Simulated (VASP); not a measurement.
A run of VASP 6.6.1 is set up as follows.

The input INCAR:

```
SYSTEM = Mg3ZrN
PREC = Accurate
ENCUT = 520
EDIFF = 1E-6
ISMEAR = 0
SIGMA = 0.1
LREAL = .False.
LASPH = .True.
NELM = 80
ALGO = Normal
ISIF = 2
LWAVE = .False.
LCHARG = .False.
GGA = PE
NBANDS = 20
```

The input KPOINTS:

```
regular mesh
0
Gamma
  6 6 4
  0 0 0
```

File POSCAR:

```
Mg3ZrN
1.0
    3.3831450721      0.0000000024      0.0000000000
   -1.6915725381      2.9298895759      0.0000000000
    0.0000000000      0.0000000000      9.4248158817
Mg Zr N
3 1 1
Direct
    0.6666666667      0.3333333333      0.2347663163
    0.6666666667      0.3333333333      0.7652336837
    0.0000000000      0.0000000000      0.0000000000
    0.0000000000      0.0000000000      0.5000000000
    0.3333333333      0.6666666667      0.0000000000
```

Potentials or basis: VASP PAW PBE potentials, release 64 (Mg, Zr_sv, N).

Command:

```bash
$ cat potpaw_PBE.64/Mg/POTCAR potpaw_PBE.64/Zr_sv/POTCAR potpaw_PBE.64/N/POTCAR > POTCAR
$ mpirun -np 1 vasp_std > vasp.out
```

Task: Predict the largest force.

Result: 0.024 eV/Å.

Task: Estimate the pressure.

Result: 0.0 GPa.

Task: What does it give for the band gap on the k mesh?

Result: Zero (an odd number of electrons rules out a gap without spin polarisation).

Forces on the atoms (eV/Å):
```
Mg   0.000  0.000 -0.024
Mg   0.000  0.000  0.024
Mg   0.000  0.000  0.000
Zr   0.000  0.000  0.000
N    0.000  0.000  0.000
```
